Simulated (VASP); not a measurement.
# Mg in VASP: further runs, part 2 of 2

VASP 6.6.1. The steps go on from the part before.

## (3) Single point, PBE (equal xy, yz and zx shear strains of -3 %)

INCAR reads:

```
  PREC = Accurate
  ENCUT = 520
  EDIFF = 1E-6
  ISMEAR = -1
  SIGMA = 0.03
  LREAL = F
  LASPH = T
  NELM = 80
  ALGO = Normal
  ISIF = 2
  LWAVE = F
  LCHARG = T
  GGA = PE
  LELF = T
  LVHAR = T
  NBANDS = 7
```

KPOINTS reads:

```
Automatic mesh
0
Gamma
  16 16 16
```

POSCAR reads:

```
Mg
1.0
   -0.0673276800      2.2105921600      2.2105921600
    2.2105921600     -0.0673276800      2.2105921600
    2.2105921600      2.2105921600     -0.0673276800
Mg
1
Direct
    0.0000000000      0.0000000000      0.0000000000
```

Potentials or basis: VASP PAW PBE potentials, release 64 (Mg).

Command:

```bash
$ cat potpaw_PBE.64/Mg/POTCAR > POTCAR
$ mpirun -np 1 vasp_std > vasp.out
```

OUTCAR:

```text
PREC = Accurate
   ENCUT = 520
   EDIFF = 1E-6
   ISMEAR = -1
   LREAL = F
   LASPH = T
   NELM = 80
   ISIF = 2
   GGA = PE

 ion  position               nearest neighbor table
   1  0.000  0.000  0.000-

  LATTYP: Found a trigonal (rhomboedric) cell.
 ALAT       =     3.1269743223
 COS(alpha) =     0.4693254694

  Lattice vectors:

 A1 = (  -0.0673276800,   2.2105921600,   2.2105921600)
 A2 = (   2.2105921600,  -0.0673276800,   2.2105921600)
 A3 = (   2.2105921600,   2.2105921600,  -0.0673276800)

Analysis of symmetry for initial positions (statically):
=====================================================================
 Subroutine PRICEL returns:
 Original cell was already a primitive cell.

 Routine SETGRP: Setting up the symmetry group for a
 trigonal (rhombohedral) supercell.

 Subroutine GETGRP returns: Found 12 space group operations
 (whereof 12 operations were pure point group operations)
 out of a pool of 12 trial point group operations.

The static configuration has the point symmetry D_3d.

Analysis of symmetry for dynamics (positions and initial velocities):
=====================================================================
 Subroutine PRICEL returns:
 Original cell was already a primitive cell.

 Routine SETGRP: Setting up the symmetry group for a
 trigonal (rhombohedral) supercell.

 Subroutine GETGRP returns: Found 12 space group operations
 (whereof 12 operations were pure point group operations)
 out of a pool of 12 trial point group operations.

The dynamic configuration has the point symmetry D_3d.

 Subroutine INISYM returns: Found 12 space group operations
 (whereof 12 operations are pure point group operations),
 and found     1 'primitive' translations

----------------------------------------------------------------------------------------

                                     Primitive cell

  volume of cell :      22.5918

  direct lattice vectors                    reciprocal lattice vectors
    -0.067327680  2.210592160  2.210592160    -0.216104198  0.222892812  0.222892812
     2.210592160 -0.067327680  2.210592160     0.222892812 -0.216104198  0.222892812
     2.210592160  2.210592160 -0.067327680     0.222892812  0.222892812 -0.216104198

  length of vectors
     3.126974322  3.126974322  3.126974322     0.382182464  0.382182464  0.382182464

  position of ions in fractional coordinates (direct lattice)
     0.000000000  0.000000000  0.000000000

  ion indices of the primitive-cell ions
   primitive index   ion index
                 1           1

----------------------------------------------------------------------------------------

 KPOINTS: Automatic mesh

Automatic generation of k-mesh.
 Grid dimensions read from file:
 generate k-points for:   16   16   16

 Generating k-lattice:

  Cartesian coordinates                     Fractional coordinates (reciprocal lattice)
    -0.013506512  0.013930801  0.013930801     0.062500000  0.000000000  0.000000000
     0.013930801 -0.013506512  0.013930801     0.000000000  0.062500000  0.000000000
     0.013930801  0.013930801 -0.013506512     0.000000000  0.000000000  0.062500000

  Length of vectors
     0.023886404  0.023886404  0.023886404

  Shift w.r.t. Gamma in fractional coordinates (k-lattice)
     0.000000000  0.000000000  0.000000000

 Subroutine IBZKPT returns following result:
 ===========================================

 Found    417 irreducible k-points:

 Following reciprocal coordinates:
            Coordinates               Weight
  0.000000  0.000000  0.000000      1.000000
  0.062500  0.000000  0.000000      6.000000
  0.125000  0.000000  0.000000      6.000000
  0.187500  0.000000  0.000000      6.000000
  0.250000  0.000000  0.000000      6.000000
  0.312500  0.000000  0.000000      6.000000
[... 16 lines left out ...]
 -0.125000  0.062500 -0.000000     12.000000
 -0.062500  0.062500  0.000000      6.000000
 [... further k-points ...]
   k-points           NKPTS =    417   k-points in BZ     NKDIM =    417   number of bands    NBANDS=      7
   number of dos      NEDOS =    301   number of ions     NIONS =      1
   total plane-waves  NPLWV =  13824
   dimension x,y,z NGX =    24 NGY =   24 NGZ =   24
   dimension x,y,z NGXF=    48 NGYF=   48 NGZF=   48
   ions per type =               1
   NGX,Y,Z   is equivalent  to a cutoff of  12.76, 12.76, 12.76 a.u.
   NGXF,Y,Z  is equivalent  to a cutoff of  25.52, 25.52, 25.52 a.u.
 SYSTEM =  unknown system
   PREC   = accura    normal or accurate (medium, high low for compatibility)
   ISTART =      0    job   : 0-new  1-cont  2-samecut
   ICHARG =      2    charge: 1-file 2-atom 10-const
   ISPIN  =      1    spin polarized calculation?
   LNONCOLLINEAR =      F non collinear calculations
   LSORBIT =      F    spin-orbit coupling
   LASPH  =      T    aspherical Exc in radial PAW
   ENCUT  =  520.0 eV  38.22 Ry    6.18 a.u.   5.81  5.81  5.81*2*pi/ulx,y,z
   NELM   =     80;   NELMIN=  2; NELMDL= -5     # of ELM steps
   EDIFF  = 0.1E-05   stopping-criterion for ELM
   LREAL  =      F    real-space projection
   EDIFFG = 0.1E-04   stopping-criterion for IOM
   NSW    =      0    number of steps for IOM
   IBRION =     -1    ionic relax: 0-MD 1-quasi-New 2-CG
   NFREE  =      0    steps in history (QN), initial steepest desc. (CG)
   ISIF   =      2    stress and relaxation
   ISYM   =      2    0-nonsym 1-usesym 2-fastsym
   POTIM  = 0.5000    time-step for ionic-motion
   TEBEG  =    0.0;   TEEND  =   0.0 temperature during run
   PSTRESS=    0.0 pullay stress
   NELECT =       2.0000    total number of electrons
   NUPDOWN=      -1.0000    fix difference up-down
   EMIN   =  10.00;   EMAX   =-10.00  energy-range for DOS
   EFERMI =   0.00;   METHOD = LEGACY
   ISMEAR =    -1;   SIGMA  =   0.03  broadening in eV -4-tet -1-fermi 0-gaus
   EFERMI_NEDOS =   21; number of points for ismear=-14 and -15
   IALGO  =     38    algorithm
   IMIX   =      4    mixing-type and parameters
     AMIX     =   0.40;   BMIX     =  1.00
     AMIX_MAG =   1.60;   BMIX_MAG =  1.00
  volume/ion in A,a.u.               =      22.59       152.46
  Fermi-wavevector in a.u.,A,eV,Ry     =   0.729627  1.378796  7.243146  0.532356
  Thomas-Fermi vector in A             =   1.821396
   LORBIT       =      0    0 simple, 1 ext, 2 COOP (PROOUT), +10 PAW based schemes
   GGA     = PE    functional components
[... 5 lines left out ...]
 non-spin polarized calculation
  energy-cutoff  :      520.00
  volume of cell :       22.59
 maximum number of plane-waves:       620
   NGX = 11   NGY = 11   NGZ = 11

 number of electron       2.0000000 magnetization

 Free energy of the ion-electron system (eV)
  ---------------------------------------------------
  ext. energy  EPLUGINS =         0.00000000
  ---------------------------------------------------
  free energy    TOTEN  =        -1.48721970 eV

  energy without entropy =       -1.48585353  energy(sigma->0) =       -1.48653661

 E-fermi :   2.6888     XC(G=0):  -8.5406

 val. band max:        2.6883347183   @ k =  -0.4375   0.4375   0.0000
 cond. band min:       2.6908218247   @ k =  -0.4375  -0.4375   0.1250
 fundamental gap:      0.0024871064
 Fermi energy:         2.6888002964

 k-point     1 :       0.0000    0.0000    0.0000
  band No.  band energies     occupation
      1      -4.2845      2.00000
      2      14.7651      0.00000
      3      14.7651      0.00000
      4      15.9413      0.00000
      5      16.7356      0.00000
      6      16.7356      0.00000
      7      16.9904      0.00000

 k-point     2 :       0.0625    0.0000    0.0000
  band No.  band energies     occupation
      1      -4.1984      2.00000
      2      13.4365      0.00000
      3      14.5835      0.00000
      4      15.5651      0.00000
      5      17.0021      0.00000
      6      17.0614      0.00000
      7      18.1074      0.00000
[... 201 lines left out ...]
 k-point    23 :      -0.1250    0.0625   -0.0000
  band No.  band energies     occupation
      1      -3.7452      2.00000
      2      10.7486      0.00000
      3      12.7197      0.00000
      4      15.6681      0.00000
      5      17.3917      0.00000
      6      18.2727      0.00000
      7      18.4540      0.00000

 k-point    24 :      -0.0625    0.0625    0.0000
  band No.  band energies     occupation
      1      -4.0574      2.00000
      2      12.5172      0.00000
      3      13.4221      0.00000
      4      15.7216      0.00000
      5      16.9847      0.00000
      6      18.1275      0.00000
      7      18.7803      0.00000

 [... further k-points ...]

------------------------ aborting loop because EDIFF is reached ----------------------------------------

  FORCE on cell =-STRESS in cart. coord.  units (eV):
  Direction    XX          YY          ZZ          XY          YZ          ZX
  --------------------------------------------------------------------------------------
  -------------------------------------------------------------------------------------
  Total        0.1194039      0.1194039      0.1194039      0.1044924      0.1044924      0.1044924
  in kB        8.4679430      8.4679430      8.4679430      7.4104469      7.4104469      7.4104469
  external PRESSURE =       8.4679430 kB  Pullay stress =       0.0000000 kB

 VOLUME and BASIS-vectors are now :
 -----------------------------------------------------------------------------
  energy-cutoff  :      520.00
  volume of cell :       22.59
      direct lattice vectors                 reciprocal lattice vectors
    -0.067327680  2.210592160  2.210592160    -0.216104198  0.222892812  0.222892812
     2.210592160 -0.067327680  2.210592160     0.222892812 -0.216104198  0.222892812
     2.210592160  2.210592160 -0.067327680     0.222892812  0.222892812 -0.216104198

 POSITION                                       TOTAL-FORCE (eV/Angst)
 -----------------------------------------------------------------------------------
      0.00000      0.00000      0.00000         0.000000     -0.000000      0.000000
 -----------------------------------------------------------------------------------
    total drift:                               -0.000000      0.000000      0.000000

  FREE ENERGIE OF THE ION-ELECTRON SYSTEM (eV)
  ---------------------------------------------------
  free  energy   TOTEN  =        -1.4872196967 eV

  energy  without entropy=       -1.4858535300  energy(sigma->0) =       -1.48653661
```

Wall time 19 s (1 thread of Intel Xeon Platinum 8488C (Sapphire Rapids), shared host); peak memory 0.19 GiB.

Results:

```yaml
Free_energy: -1.4872 eV
Pressure: 0.8 GPa
Band_gap_on_the_k_mesh: zero (band 1 reaches 4.07 eV, above the bottom of band 2 at 1.28 eV)
```

Levels at points of the mesh, in eV from the Fermi level:
```csv
k point,band 1,band 2,band 3,band 4
"(0.00, 0.00, 0.00)",-6.97,12.08,12.08,13.25
"(0.50, 0.00, 0.00)",-1.79,-1.40,11.13,11.93
"(0.50, 0.50, 0.00)",-0.20,0.83,6.11,6.60
"(0.50, 0.50, 0.50)",-1.47,-0.84,10.93,10.93
```

Caveat: the cell differs from its parent crystal (equal xy, yz and zx shear strains of -3 %).

## (4) Single point, PBE (equal xy, yz and zx shear strains of -1 %)

INCAR reads:

```
PREC = Accurate
ENCUT = 520
EDIFF = 1E-6
ISMEAR = -1
SIGMA = 0.03
LREAL = False
LASPH = True
NELM = 100
ALGO = Normal
ISIF = 2
LWAVE = False
LCHARG = False
GGA = PE
NBANDS = 7
```

KPOINTS reads:

```
regular mesh
0
Gamma
  16 16 16
```

POSCAR reads:

```
Mg
1.0
   -0.0224425600      2.2330347200      2.2330347200
    2.2330347200     -0.0224425600      2.2330347200
    2.2330347200      2.2330347200     -0.0224425600
Mg
1
Direct
    0.0000000000      0.0000000000      0.0000000000
```

Potentials or basis: VASP PAW PBE potentials, release 64 (Mg).

Command:

```bash
$ cat potpaw_PBE.64/Mg/POTCAR > POTCAR
$ mpirun -np 1 vasp_std > vasp.out
```

OUTCAR:

```text
PREC = Accurate
   ENCUT = 520
   EDIFF = 1E-6
   ISMEAR = -1
   LREAL = False
   LASPH = True
   NELM = 100
   ISIF = 2
   GGA = PE

 ion  position               nearest neighbor table
   1  0.000  0.000  0.000-

  LATTYP: Found a trigonal (rhomboedric) cell.
 ALAT       =     3.1580677304
 COS(alpha) =     0.4899250057

  Lattice vectors:

 A1 = (  -0.0224425600,   2.2330347200,   2.2330347200)
 A2 = (   2.2330347200,  -0.0224425600,   2.2330347200)
[... 417 lines left out ...]
      6      17.8762      0.00000
      7      18.0926      0.00000

 [... further k-points ...]

------------------------ aborting loop because EDIFF is reached ----------------------------------------

  FORCE on cell =-STRESS in cart. coord.  units (eV):
  Direction    XX          YY          ZZ          XY          YZ          ZX
  --------------------------------------------------------------------------------------
  -------------------------------------------------------------------------------------
  Total        0.1015233      0.1015233      0.1015233      0.0164822      0.0164822      0.0164822
  in kB        7.1955138      7.1955138      7.1955138      1.1681821      1.1681821      1.1681821
  external PRESSURE =       7.1955138 kB  Pullay stress =       0.0000000 kB

 VOLUME and BASIS-vectors are now :
 -----------------------------------------------------------------------------
  energy-cutoff  :      520.00
  volume of cell :       22.61
      direct lattice vectors                 reciprocal lattice vectors
    -0.022442560  2.233034720  2.233034720    -0.220562961  0.222802179  0.222802179
     2.233034720 -0.022442560  2.233034720     0.222802179 -0.220562961  0.222802179
     2.233034720  2.233034720 -0.022442560     0.222802179  0.222802179 -0.220562961

 POSITION                                       TOTAL-FORCE (eV/Angst)
 -----------------------------------------------------------------------------------
      0.00000      0.00000      0.00000        -0.000000      0.000000      0.000000
 -----------------------------------------------------------------------------------
    total drift:                               -0.000000      0.000000     -0.000000

  FREE ENERGIE OF THE ION-ELECTRON SYSTEM (eV)
  ---------------------------------------------------
  free  energy   TOTEN  =        -1.4912394115 eV

  energy  without entropy=       -1.4898362217  energy(sigma->0) =       -1.49053782
```

OSZICAR:

```text
N       E                     dE             d eps       ncg     rms          rms(c)
DAV:   1    -0.826765243092E+00   -0.82677E+00   -0.80190E+02  6342   0.196E+02
DAV:   2    -0.149582541255E+01   -0.66906E+00   -0.64981E+00  7623   0.111E+01
DAV:   3    -0.149847028309E+01   -0.26449E-02   -0.26429E-02  7686   0.776E-01
DAV:   4    -0.149847405015E+01   -0.37671E-05   -0.37673E-05  8680   0.212E-02
DAV:   5    -0.149847405508E+01   -0.49254E-08   -0.45908E-08  7777   0.521E-04    0.651E-01
DAV:   6    -0.149502912532E+01    0.34449E-02   -0.40004E-04  7245   0.122E-01    0.416E-01
DAV:   7    -0.149123360546E+01    0.37955E-02   -0.16361E-03  7028   0.213E-01    0.237E-02
DAV:   8    -0.149123963653E+01   -0.60311E-05   -0.89573E-06  8890   0.173E-02    0.503E-03
DAV:   9    -0.149123941147E+01    0.22507E-06   -0.58605E-07  7455   0.311E-03
   1 F= -.14912394E+01 E0= -.14905378E+01  d E =-.140319E-02
```

stdout:

```text
POSCAR found type information on POSCAR Mg
 POSCAR found :  1 types and       1 ions
 scaLAPACK will be used
 LDA part: xc-table for (Slater+PW92), standard interpolation
 POSCAR, INCAR and KPOINTS ok, starting setup
 FFT: planning ... GRIDC
 FFT: planning ... GRID_SOFT
 FFT: planning ... GRID
 WAVECAR not read
 entering main loop
```

It took 27 s on 1 thread of Intel Xeon Platinum 8488C (Sapphire Rapids), shared host; peak memory 0.19 GiB.

Results:

```
Free energy            : -1.4912 eV
Pressure               : 0.7 GPa
Band gap on the k mesh : zero (band 1 reaches 4.13 eV, above the bottom of band 2 at 1.37 eV)
```

Stress tensor (GPa, compression positive):
```
0.72 0.12 0.12
0.12 0.72 0.12
0.12 0.12 0.72
```

Caveat: the cell differs from its parent crystal (equal xy, yz and zx shear strains of -1 %).

## (5) Single point, PBE (equal xy, yz and zx shear strains of +2 %)

INCAR reads:

```
SYSTEM = Mg
  PREC = Accurate
  ENCUT = 520
  EDIFF = 1E-7
  ISMEAR = -1
  SIGMA = 0.03
  LREAL = .False.
  LASPH = .True.
  NELM = 60
  ALGO = Normal
  ISIF = 2
  LWAVE = .False.
  LCHARG = .True.
  GGA = PE
  LELF = .True.
  LVHAR = .True.
  NBANDS = 7
```

KPOINTS reads:

```
Automatic mesh
0
Gamma
  16 16 16
  0 0 0
```

POSCAR reads:

```
Mg
1.0
    0.0448851200      2.2666985600      2.2666985600
    2.2666985600      0.0448851200      2.2666985600
    2.2666985600      2.2666985600      0.0448851200
Mg
1
Direct
    0.0000000000      0.0000000000      0.0000000000
```

Command:

```bash
$ cat potpaw_PBE.64/Mg/POTCAR > POTCAR
$ mpirun -np 1 vasp_std > vasp.out
```

Wall time 29 s (1 thread of Intel Xeon Platinum 8488C (Sapphire Rapids), shared host); peak memory 0.19 GiB.

It converged, with:

```yaml
Free_energy: -1.4899 eV
Pressure: 0.8 GPa
Band_gap_on_the_k_mesh: zero (band 1 reaches 4.11 eV, above the bottom of band 2 at 1.14 eV)
```

Stress tensor (GPa, compression positive):
```
 0.76 -0.36 -0.36
-0.36  0.76 -0.36
-0.36 -0.36  0.76
```

Levels at points of the mesh, in eV from the Fermi level:
| k point | band 1 | band 2 | band 3 | band 4 | band 5 |
| --- | --- | --- | --- | --- | --- |
| (0.00, 0.00, 0.00) | -6.98 | 11.92 | 12.73 | 12.73 | 13.67 |
| (0.50, 0.00, 0.00) | -1.67 | -1.18 | 11.00 | 11.54 | 11.92 |
| (0.50, 0.50, 0.00) | -0.22 | 0.82 | 6.11 | 6.75 | 7.34 |
| (0.50, 0.50, 0.50) | -1.87 | -1.55 | 11.65 | 11.65 | 12.66 |

Caveat: the cell differs from its parent crystal (equal xy, yz and zx shear strains of +2 %).

## (6) Summary

```csv
cell,gap on the mesh (eV),pressure (GPa)
"a = 3.190, b = 3.190, c = 3.206 Å, angles 59.8, 59.8, 60.3°, 1 atom",none,0.0
"a = 3.127 Å, angles 62.0°, 1 atom",none,0.8
"a = 3.158 Å, angles 60.7°, 1 atom",none,0.7
"a = 3.206 Å, angles 58.7°, 1 atom",none,0.8
```

Alike in all rows: task single point; level PBE; potentials or basis VASP PAW PBE potentials, release 64 (Mg); no spin polarisation; k mesh 16 × 16 × 16; cutoff (eV) 520; smearing fermi-dirac 0.03 eV.

Total energies depend on the potentials used, so only differences within one code and one set of settings carry meaning.
